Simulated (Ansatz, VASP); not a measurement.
**PbO2: VASP beside Ansatz**

```xyz
12
Lattice="4.9470 0.0000 0.0000 0.0000 5.9510 0.0000 0.0000 0.0000 5.4970" Properties=species:S:1:pos:R:3 pbc="T T T"
Pb    0.0000    1.0763    1.3742
Pb    2.4735    1.8992    4.1227
Pb    0.0000    4.8747    4.1227
Pb    2.4735    4.0518    1.3742
O     1.2903    2.4454    2.3772
O     1.1832    0.5301    5.1257
O     3.7638    0.5301    3.1198
O     3.6567    2.4454    0.3713
O     3.6567    3.5056    3.1198
O     3.7638    5.4209    0.3713
O     1.1832    5.4209    2.3772
O     1.2903    3.5056    5.1257
```

Alike in both runs: functional PBE; k mesh 4 × 3 × 4; occupations fermi-dirac, width 0.02 eV; no spin polarisation.

Ansatz relaxed the structure, and its values are those at the end. VASP's run is a single point on that final structure, the one shown.

|  | VASP | Ansatz |
| --- | --- | --- |
| version | VASP 6.6.1 | Ansatz 0.2.0 |
| potentials or method | VASP PAW PBE potentials, release 64 (Pb_d, O) | plane-wave PAW, scalar-relativistic |
| plane-wave cutoff (eV) | 520 | 420 |
| valence electrons in the cell | 104 | 104 |

```tsv
	VASP	Ansatz	Ansatz less VASP
pressure (GPa)	8.3	8.0	-0.29
rms of the force components (eV/Å)	0.009	0.006	-0.0032
```

The functional is the same, so the differences come from potentials, cutoffs and numerics. Ansatz's warnings: stress scf threshold loose.

Spin-orbit coupling is off throughout.
